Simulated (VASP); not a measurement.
# ZnW (Cmcm) in VASP: further runs, part 2 of 3

VASP 6.6.1. The steps go on from the part before.

## Step 3: Single point, PBE

This run uses another cell than the first one, of 14.77 Å³/atom.

The input, INCAR:

```
SYSTEM = ZnW
PREC = Accurate
ENCUT = 520
EDIFF = 1E-7
ISMEAR = 0
SIGMA = 0.1
LREAL = .False.
LASPH = .True.
NELM = 80
ALGO = Normal
ISIF = 2
LWAVE = .False.
LCHARG = .False.
GGA = PE
NBANDS = 34
```

The input, KPOINTS:

```
Automatic mesh
0
Gamma
  6 6 6
  0 0 0
```

The input, POSCAR:

```
ZnW
1.0
    1.7797164864     -4.6958059995      0.0000000000
    1.7797164864      4.6958059995      0.0000000000
    0.0000000000      0.0000000000      3.5353827500
Zn W
2 2
Direct
    0.8540000000      0.1460000000      0.7500000000
    0.1460000000      0.8540000000      0.2500000000
    0.5500000000      0.4500000000      0.7500000000
    0.4500000000      0.5500000000      0.2500000000
```

Potentials or basis: VASP PAW PBE potentials, release 64 (Zn, W_sv).

On the command line:

```
> cat potpaw_PBE.64/Zn/POTCAR potpaw_PBE.64/W_sv/POTCAR > POTCAR
> mpirun -np 1 vasp_std > vasp.out
```

OUTCAR:

```text
SYSTEM = ZnW
   PREC = Accurate
   ENCUT = 520
   EDIFF = 1E-7
   ISMEAR = 0
   LREAL = .False.
   LASPH = .True.
   NELM = 80
   ISIF = 2
   GGA = PE

 ion  position               nearest neighbor table
   1  0.854  0.146  0.750-   3 2.56   3 2.56   4 2.67   4 2.67   4 2.67   4 2.67   3 2.86
   2  0.146  0.854  0.250-   4 2.56   4 2.56   3 2.67   3 2.67   3 2.67   3 2.67   4 2.86
   3  0.550  0.450  0.750-   4 2.00   4 2.00   1 2.56   1 2.56   2 2.67   2 2.67   2 2.67   2 2.67
                             1 2.86
   4  0.450  0.550  0.250-   3 2.00   3 2.00   2 2.56   2 2.56   1 2.67   1 2.67   1 2.67   1 2.67
                             2 2.86

  LATTYP: Found a base centered orthorhombic cell.
 ALAT       =     3.5594329728
 B/A-ratio  =     2.6385135135
 C/A-ratio  =     0.9932432432

  Lattice vectors:

 A1 = (   1.7797164864,  -4.6958059995,   0.0000000000)
 A2 = (   1.7797164864,   4.6958059995,   0.0000000000)
 A3 = (   0.0000000000,   0.0000000000,   3.5353827500)

Analysis of symmetry for initial positions (statically):
=====================================================================
 Subroutine PRICEL returns:
 Original cell was already a primitive cell.

 Routine SETGRP: Setting up the symmetry group for a
 base centered orthorhombic supercell.

 Subroutine GETGRP returns: Found  8 space group operations
 (whereof  4 operations were pure point group operations)
 out of a pool of  8 trial point group operations.

The static configuration has the point symmetry C_2h.
 The point group associated with its full space group is D_2h.

Analysis of symmetry for dynamics (positions and initial velocities):
=====================================================================
 Subroutine PRICEL returns:
 Original cell was already a primitive cell.

 Routine SETGRP: Setting up the symmetry group for a
 base centered orthorhombic supercell.

[... 126 lines left out ...]
   IALGO  =     38    algorithm
   IMIX   =      4    mixing-type and parameters
     AMIX     =   0.40;   BMIX     =  1.00
     AMIX_MAG =   1.60;   BMIX_MAG =  1.00
  volume/ion in A,a.u.               =      14.77        99.69
  Fermi-wavevector in a.u.,A,eV,Ry     =   1.568797  2.964597 33.485635  2.461125
  Thomas-Fermi vector in A             =   2.670775
   LORBIT       =      0    0 simple, 1 ext, 2 COOP (PROOUT), +10 PAW based schemes
   GGA     = PE    functional components
   LHFCALC =     F    Hartree Fock is set to
   AEXX    =    0.0000 exact exchange contribution
   IVDW    =     0    specifies the selected vdW correction
   LEPSILON=     F    determine dielectric tensor
   LRPA    =     F    only Hartree local field effects (RPA)
 non-spin polarized calculation
 Gauss-broadening in eV      SIGMA  =   0.10
  energy-cutoff  :      520.00
  volume of cell :       59.09
 maximum number of plane-waves:      1619
 NGX is ok and might be reduce to    40
   NGX = 19   NGY = 19   NGZ = 13

 number of electron      52.0000000 magnetization

 Free energy of the ion-electron system (eV)
  ---------------------------------------------------
  ext. energy  EPLUGINS =         0.00000000
  ---------------------------------------------------
  free energy    TOTEN  =       -17.10290342 eV

  energy without entropy =      -17.09416585  energy(sigma->0) =      -17.09853463

 E-fermi :   7.7132     XC(G=0): -12.6481

 val. band max:        7.6820457858   @ k =   0.5000   0.5000   0.0000
 cond. band min:       7.7240074360   @ k =   0.5000   0.0000   0.3333
 fundamental gap:      0.0419616502
 Fermi energy:         7.7131602853

 k-point     1 :       0.0000    0.0000    0.0000
  band No.  band energies     occupation
      1     -67.0655      2.00000
      2     -65.3445      2.00000
      3     -34.8378      2.00000
      4     -31.1371      2.00000
      5     -31.0899      2.00000
      6     -30.2955      2.00000
[... 877 lines left out ...]
     33      15.4259      0.00000
     34      16.3878      0.00000

 [... further k-points ...]

------------------------ aborting loop because EDIFF is reached ----------------------------------------

  FORCE on cell =-STRESS in cart. coord.  units (eV):
  Direction    XX          YY          ZZ          XY          YZ          ZX
  --------------------------------------------------------------------------------------
  -------------------------------------------------------------------------------------
  Total       10.0315490     22.0501971     56.6870597      0.0000000      0.0000000      0.0000000
  in kB      271.9888977    597.8547077   1536.9760835      0.0000000      0.0000000      0.0000000
  external PRESSURE =     802.2732297 kB  Pullay stress =       0.0000000 kB

 VOLUME and BASIS-vectors are now :
 -----------------------------------------------------------------------------
  energy-cutoff  :      520.00
  volume of cell :       59.09
      direct lattice vectors                 reciprocal lattice vectors
     1.779716486 -4.695806000  0.000000000     0.280943624 -0.106477993  0.000000000
     1.779716486  4.695806000  0.000000000     0.280943624  0.106477993  0.000000000
     0.000000000  0.000000000  3.535382750     0.000000000  0.000000000  0.282854805

 POSITION                                       TOTAL-FORCE (eV/Angst)
 -----------------------------------------------------------------------------------
      1.77972     -3.32463      2.65154         0.000000      2.679388      0.000000
      1.77972      3.32463      0.88385         0.000000     -2.679388      0.000000
      1.77972     -0.46958      2.65154         0.000000    -16.205402     -0.000000
      1.77972      0.46958      0.88385         0.000000     16.205402      0.000000
 -----------------------------------------------------------------------------------
    total drift:                               -0.000000     -0.000000      0.000000

  FREE ENERGIE OF THE ION-ELECTRON SYSTEM (eV)
  ---------------------------------------------------
  free  energy   TOTEN  =       -17.1029034169 eV

  energy  without entropy=      -17.0941658502  energy(sigma->0) =      -17.09853463
```

OSZICAR:

```text
N       E                     dE             d eps       ncg     rms          rms(c)
DAV:   1     0.544210732437E+03    0.54421E+03   -0.28449E+04  3576   0.218E+03
DAV:   2     0.199396823686E+02   -0.52427E+03   -0.50933E+03  3572   0.535E+02
DAV:   3    -0.177589954461E+02   -0.37699E+02   -0.36657E+02  4032   0.146E+02
DAV:   4    -0.186349378072E+02   -0.87594E+00   -0.86888E+00  3936   0.216E+01
DAV:   5    -0.186454284771E+02   -0.10491E-01   -0.10482E-01  4146   0.251E+00    0.507E+01
DAV:   6    -0.172981625360E+02    0.13473E+01   -0.59037E+00  4412   0.509E+01    0.312E+01
DAV:   7    -0.172292414850E+02    0.68921E-01   -0.28209E+00  4516   0.262E+01    0.465E+00
DAV:   8    -0.171002517648E+02    0.12899E+00   -0.70742E-01  4224   0.160E+01    0.625E-01
DAV:   9    -0.171032503119E+02   -0.29985E-02   -0.83115E-02  3798   0.213E+00    0.419E-01
DAV:  10    -0.171028884469E+02    0.36186E-03   -0.43404E-03  4360   0.798E-01    0.118E-01
DAV:  11    -0.171029088511E+02   -0.20404E-04   -0.80314E-04  4038   0.314E-01    0.650E-02
DAV:  12    -0.171029027043E+02    0.61469E-05   -0.67377E-05  4140   0.843E-02    0.171E-02
DAV:  13    -0.171029040069E+02   -0.13027E-05   -0.94072E-06  3858   0.216E-02    0.354E-03
DAV:  14    -0.171029035050E+02    0.50194E-06   -0.10040E-06  3954   0.887E-03    0.313E-03
DAV:  15    -0.171029034169E+02    0.88081E-07   -0.13808E-07  2340   0.496E-03
   1 F= -.17102903E+02 E0= -.17098535E+02  d E =-.873757E-02
```

stdout:

```text
POSCAR found type information on POSCAR ZnW
 POSCAR found :  2 types and       4 ions
 scaLAPACK will be used
 LDA part: xc-table for (Slater+PW92), standard interpolation
 POSCAR, INCAR and KPOINTS ok, starting setup
 FFT: planning ... GRIDC
 FFT: planning ... GRID_SOFT
 FFT: planning ... GRID
 WAVECAR not read
 entering main loop
```

Run time: 97 s. Hardware: 1 thread of Intel Xeon Platinum 8488C (Sapphire Rapids), shared host; peak memory 0.25 GiB.

What came out:

```yaml
Free_energy: -17.1029 eV
Pressure: 80.2 GPa
Largest_force: 16.205 eV/Å
Band_gap_on_the_k_mesh: zero (bands 26 and 27 overlap by 0.93 eV)
```

Forces in eV/Å, atoms in the order of the input:
```
Zn    0.000   2.679   0.000
Zn    0.000  -2.679   0.000
W     0.000 -16.205   0.000
W     0.000  16.205   0.000
```

Levels at points of the mesh, in eV from the Fermi level:
```
           k point  band 22  band 23  band 24  band 25  band 26  band 27  band 28  band 29  band 30  band 31
(0.00, 0.00, 0.00)    -4.04    -2.01    -1.37    -1.12    -0.28    -0.18     1.10     1.80     3.28     5.44
(0.50, 0.00, 0.00)    -4.23    -3.96    -2.74    -1.12    -0.53     0.99     1.20     1.72     3.10     4.08
(0.50, 0.50, 0.00)    -3.94    -3.38    -0.88    -0.61    -0.05    -0.03     1.00     2.54     2.70     4.66
(0.00, 0.00, 0.50)    -4.45    -3.73    -3.73    -1.71    -1.71     1.47     1.47     3.51     3.51     4.36
(0.50, 0.00, 0.50)    -6.04    -1.96    -1.96    -0.96    -0.96     1.48     1.48     1.74     1.74     4.80
(0.50, 0.50, 0.50)    -4.95    -3.44    -3.44    -2.66    -2.66     0.29     0.29     3.15     3.15     7.06
```

Caveat: atoms lie so close that the PAW spheres overlap strongly, which falsifies energies and pressures; the cell stands under pressure; spin-orbit coupling is left out, which moves the levels of the heavy elements; forces of over 1 eV/Å act on the atoms, so gaps and moduli don't describe the material at rest.

(Part 2 of 3 ends here.)
